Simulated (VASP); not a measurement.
# WC (Amm2) in VASP: single point with r2SCAN

Aim: the single point of WC with r2SCAN.

All numbers are computed with VASP 6.6.1; they aren't measurements. Logs are shortened: lines on timing, memory, paths and dates and some standing lists are left out, and cuts for length are marked.

## (1) The cell of the first run

The structure is orthorhombic, space group Amm2 (No. 38). Conventional cell: a = 2.837 Å, b = 2.912 Å, c = 5.044 Å, α = 90.00°, β = 90.00°, γ = 90.00°. Within 3.0 Å of W (site symmetry mm2) lie 6 C at 2.19 to 2.21 Å and 8 W at 2.84 to 2.91 Å. Within 3.0 Å of C (site symmetry mm2) lie 6 W at 2.19 to 2.21 Å and 8 C at 2.84 to 2.91 Å.

## (2) Single point, r2SCAN (atom 1 (W) moved 0.02 Å along y)

Contents of POSCAR:

```
WC
1.0
    2.9118677777      0.0000000000      0.0000000000
   -1.4559338889      2.5217514680      0.0000000000
    0.0000000000      0.0000000000      2.8369414953
W C
1 1
Direct
    0.0039654978      0.0079309957      0.0000000000
    0.6666666667      0.3333333333      0.5000000000
```

Contents of INCAR.step1:

```
SYSTEM = WC
PREC     = Accurate       ! precision mode
ENCUT    = 910            ! plane-wave cutoff, eV
ISMEAR   = 0              ! smearing method
SIGMA    = 0.05           ! smearing width, eV
LREAL    = .False.        ! projectors in reciprocal space
LASPH    = .True.         ! aspherical terms in the spheres
NELM     = 120            ! most SCF steps
NBANDS   = 16             ! bands
GGA      = PE             ! functional
ALGO     = Normal         ! electronic algorithm
EDIFF    = 1E-5           ! SCF threshold, eV
LWAVE    = .True.         ! write WAVECAR
LCHARG   = .False.        ! write CHGCAR
GGA_COMPAT= .False.
```

Contents of INCAR.step2:

```
SYSTEM = WC
PREC     = Accurate       ! precision mode
ENCUT    = 910            ! plane-wave cutoff, eV
EDIFF    = 1E-6           ! SCF threshold, eV
ISMEAR   = 0              ! smearing method
SIGMA    = 0.05           ! smearing width, eV
LREAL    = .False.        ! projectors in reciprocal space
LASPH    = .True.         ! aspherical terms in the spheres
NELM     = 120            ! most SCF steps
ALGO     = Normal         ! electronic algorithm
ISIF     = 2              ! what is computed and relaxed
LWAVE    = .False.        ! write WAVECAR
LCHARG   = .True.         ! write CHGCAR
METAGGA  = R2SCAN         ! meta-GGA
LMIXTAU  = .True.       
LELF     = .True.         ! ELF
LVHAR    = .True.       
NBANDS   = 16             ! bands
ISTART   = 1            
GGA_COMPAT= .False.
```

Contents of KPOINTS:

```
Automatic mesh
0
Gamma
  14 14 12
  0 0 0
```

Potentials or basis: VASP PAW PBE potentials, release 64 (W_sv, C_h).

Run with:

```bash
cat potpaw_PBE.64/W_sv/POTCAR potpaw_PBE.64/C_h/POTCAR > POTCAR
cp INCAR.step1 INCAR
mpirun -np 1 vasp_std > vasp.out
cp INCAR.step2 INCAR
mpirun -np 1 vasp_std > vasp.out
```

OUTCAR:

```text
SYSTEM = WC
   PREC = Accurate
   ENCUT = 910
   EDIFF = 1E-6
   ISMEAR = 0
   LREAL = .False.
   LASPH = .True.
   NELM = 120
   ISIF = 2
   METAGGA = R2SCAN
   ISTART = 1

 ion  position               nearest neighbor table
   1  0.004  0.008  0.000-   2 2.19   2 2.19   2 2.19   2 2.19   2 2.21   2 2.21
   2  0.667  0.333  0.500-   1 2.19   1 2.19   1 2.19   1 2.19   1 2.21   1 2.21

  LATTYP: Found a hexagonal cell.
 ALAT       =     2.9118677777
 C/A-ratio  =     0.9742686522

  Lattice vectors:

 A1 = (   2.9118677777,   0.0000000000,   0.0000000000)
 A2 = (  -1.4559338889,   2.5217514680,   0.0000000000)
 A3 = (   0.0000000000,   0.0000000000,   2.8369414953)

Analysis of symmetry for initial positions (statically):
=====================================================================
 Subroutine PRICEL returns:
 Original cell was already a primitive cell.

 Routine SETGRP: Setting up the symmetry group for a
 hexagonal supercell.

 Subroutine GETGRP returns: Found  4 space group operations
 (whereof  4 operations were pure point group operations)
 out of a pool of 24 trial point group operations.

The static configuration has the point symmetry C_2v.

Analysis of symmetry for dynamics (positions and initial velocities):
=====================================================================
 Subroutine PRICEL returns:
 Original cell was already a primitive cell.

 Routine SETGRP: Setting up the symmetry group for a
 hexagonal supercell.

 Subroutine GETGRP returns: Found  4 space group operations
 (whereof  4 operations were pure point group operations)
 out of a pool of 24 trial point group operations.

The dynamic configuration has the point symmetry C_2v.

 Subroutine INISYM returns: Found  4 space group operations
 (whereof  4 operations are pure point group operations),
 and found     1 'primitive' translations

----------------------------------------------------------------------------------------

                                     Primitive cell

  volume of cell :      20.8317

  direct lattice vectors                    reciprocal lattice vectors
     2.911867778  0.000000000  0.000000000     0.343422187  0.198274892  0.000000000
    -1.455933889  2.521751468  0.000000000     0.000000000  0.396549784  0.000000000
     0.000000000  0.000000000  2.836941495     0.000000000  0.000000000  0.352492288

  length of vectors
     2.911867778  2.911867778  2.836941495     0.396549784  0.396549784  0.352492288

[... 79 lines left out ...]
   NELM   =    120;   NELMIN=  2; NELMDL=  0     # of ELM steps
   EDIFF  = 0.1E-05   stopping-criterion for ELM
   LREAL  =      F    real-space projection
   EDIFFG = 0.1E-04   stopping-criterion for IOM
   NSW    =      0    number of steps for IOM
   IBRION =     -1    ionic relax: 0-MD 1-quasi-New 2-CG
   NFREE  =      0    steps in history (QN), initial steepest desc. (CG)
   ISIF   =      2    stress and relaxation
   ISYM   =      2    0-nonsym 1-usesym 2-fastsym
   POTIM  = 0.5000    time-step for ionic-motion
   TEBEG  =    0.0;   TEEND  =   0.0 temperature during run
   PSTRESS=    0.0 pullay stress
   NELECT =      18.0000    total number of electrons
   NUPDOWN=      -1.0000    fix difference up-down
   EMIN   =  10.00;   EMAX   =-10.00  energy-range for DOS
   EFERMI =   0.00;   METHOD = LEGACY
   ISMEAR =     0;   SIGMA  =   0.05  broadening in eV -4-tet -1-fermi 0-gaus
   EFERMI_NEDOS =   21; number of points for ismear=-14 and -15
   IALGO  =     38    algorithm
   IMIX   =      4    mixing-type and parameters
     AMIX     =   0.40;   BMIX     =  1.00
     AMIX_MAG =   1.60;   BMIX_MAG =  1.00
  volume/ion in A,a.u.               =      10.42        70.29
  Fermi-wavevector in a.u.,A,eV,Ry     =   1.559280  2.946613 33.080599  2.431355
  Thomas-Fermi vector in A             =   2.662662
   LORBIT       =      0    0 simple, 1 ext, 2 COOP (PROOUT), +10 PAW based schemes
   METAGGA = R2SCAN    functional components
   LHFCALC =     F    Hartree Fock is set to
   AEXX    =    0.0000 exact exchange contribution
   IVDW    =     0    specifies the selected vdW correction
   LEPSILON=     F    determine dielectric tensor
   LRPA    =     F    only Hartree local field effects (RPA)
 non-spin polarized calculation
 Gauss-broadening in eV      SIGMA  =   0.05
  energy-cutoff  :      910.00
  volume of cell :       20.83
 maximum number of plane-waves:      1320
 NGX is ok and might be reduce to    30
   NGX = 15   NGY = 15   NGZ = 13

 number of electron      18.0000000 magnetization

 Free energy of the ion-electron system (eV)
  ---------------------------------------------------
  ext. energy  EPLUGINS =         0.00000000
  ---------------------------------------------------
  free energy    TOTEN  =       -61.62030019 eV

  energy without entropy =      -61.61994424  energy(sigma->0) =      -61.62012221

 E-fermi :  11.2371     XC(G=0): -14.9495

 val. band max:       11.2219077816   @ k =   0.0714   0.0714   0.4167
 cond. band min:      11.2541613821   @ k =   0.0000   0.0000   0.3333
 fundamental gap:      0.0322536005
 Fermi energy:        11.2371247510

 k-point     1 :       0.0000    0.0000    0.0000
  band No.  band energies     occupation
      1     -64.7150      2.00000
      2     -28.0186      2.00000
      3     -27.9192      2.00000
      4     -27.9174      2.00000
      5      -3.9731      2.00000
      6       6.7696      2.00000
[... 433 lines left out ...]
      3     -28.0830      2.00000
      4     -27.9332      2.00000
      5      -1.6586      2.00000
      6       4.7792      2.00000
[... 8 lines left out ...]
     15      27.1180      0.00000
     16      28.8450      0.00000

 [... further k-points ...]

------------------------ aborting loop because EDIFF is reached ----------------------------------------

  FORCE on cell =-STRESS in cart. coord.  units (eV):
  Direction    XX          YY          ZZ          XY          YZ          ZX
  --------------------------------------------------------------------------------------
  -------------------------------------------------------------------------------------
  Total        0.3261087      0.1303291      0.2602026     -0.0000000      0.0000000      0.0000000
  in kB       25.0812229     10.0236916     20.0123434     -0.0000000      0.0000000      0.0000000
  external PRESSURE =      18.3724193 kB  Pullay stress =       0.0000000 kB

 VOLUME and BASIS-vectors are now :
 -----------------------------------------------------------------------------
  energy-cutoff  :      910.00
  volume of cell :       20.83
      direct lattice vectors                 reciprocal lattice vectors
     2.911867778  0.000000000  0.000000000     0.343422187  0.198274892  0.000000000
    -1.455933889  2.521751468  0.000000000     0.000000000  0.396549784  0.000000000
     0.000000000  0.000000000  2.836941495     0.000000000  0.000000000  0.352492288

 POSITION                                       TOTAL-FORCE (eV/Angst)
 -----------------------------------------------------------------------------------
     -0.00000      0.02000      0.00000         0.000000     -0.314589      0.000000
      1.45593      0.84058      1.41847        -0.000000      0.314589      0.000000
 -----------------------------------------------------------------------------------
    total drift:                                0.000000     -0.000026      0.000000

  FREE ENERGIE OF THE ION-ELECTRON SYSTEM (eV)
  ---------------------------------------------------
  free  energy   TOTEN  =       -61.6203001912 eV

  energy  without entropy=      -61.6199442360  energy(sigma->0) =      -61.62012221
```

OUTCAR.step1:

```text
SYSTEM = WC
   PREC = Accurate
   ENCUT = 910
   ISMEAR = 0
   LREAL = .False.
   LASPH = .True.
[... 679 lines left out ...]
     -0.00000      0.02000      0.00000         0.000000     -0.302909      0.000000
      1.45593      0.84058      1.41847        -0.000000      0.302909      0.000000
 -----------------------------------------------------------------------------------
    total drift:                                0.000000     -0.000046      0.000000

  FREE ENERGIE OF THE ION-ELECTRON SYSTEM (eV)
  ---------------------------------------------------
  free  energy   TOTEN  =       -22.4485119118 eV

  energy  without entropy=      -22.4481194851  energy(sigma->0) =      -22.44831570
```

OSZICAR.step1:

```text
N       E                     dE             d eps       ncg     rms          rms(c)
DAV:   1     0.149932624211E+03    0.14993E+03   -0.13130E+04 12768   0.187E+03
DAV:   2    -0.199295522814E+02   -0.16986E+03   -0.16360E+03 15368   0.435E+02
DAV:   3    -0.254723274163E+02   -0.55428E+01   -0.54957E+01 14128   0.688E+01
DAV:   4    -0.255135295937E+02   -0.41202E-01   -0.41192E-01 16560   0.652E+00
DAV:   5    -0.255137916813E+02   -0.26209E-03   -0.26208E-03 14456   0.527E-01    0.322E+01
DAV:   6    -0.225283381973E+02    0.29855E+01   -0.56962E+00 18320   0.258E+01    0.842E+00
DAV:   7    -0.224754058102E+02    0.52932E-01   -0.44474E-01 13184   0.533E+00    0.609E+00
DAV:   8    -0.224500734439E+02    0.25332E-01   -0.72677E-02 14776   0.246E+00    0.108E+00
DAV:   9    -0.224485458763E+02    0.15276E-02   -0.36642E-03 14368   0.504E-01    0.113E-01
DAV:  10    -0.224485116184E+02    0.34258E-04   -0.41176E-04 15320   0.227E-01    0.461E-02
DAV:  11    -0.224485119118E+02   -0.29336E-06   -0.13433E-05 11640   0.372E-02
   1 F= -.22448512E+02 E0= -.22448316E+02  d E =-.392427E-03
```

Run time: 11 min. Hardware: 1 thread of AMD EPYC 7R13 (Zen 3), shared host; peak memory 0.39 GiB.

What came out:

| Item | Value |
| --- | --- |
| Free energy | -61.6203 eV |
| Pressure | 1.8 GPa |
| Largest force | 0.315 eV/Å |
| Band gap on the k mesh | zero (bands 9 and 10 overlap by 1.34 eV) |

Forces on the atoms (eV/Å):
```
W    0.000 -0.315  0.000
C    0.000  0.315  0.000
```

Caveat: the cell differs from its parent crystal (atom 1 (W) moved 0.02 Å along y); the PAW data sets were made with another functional, which shifts forces and pressure a little; spin-orbit coupling is left out, which moves the levels of the heavy elements.

The gap in the log of VASP goes by the Fermi energy; the results here count the filled bands.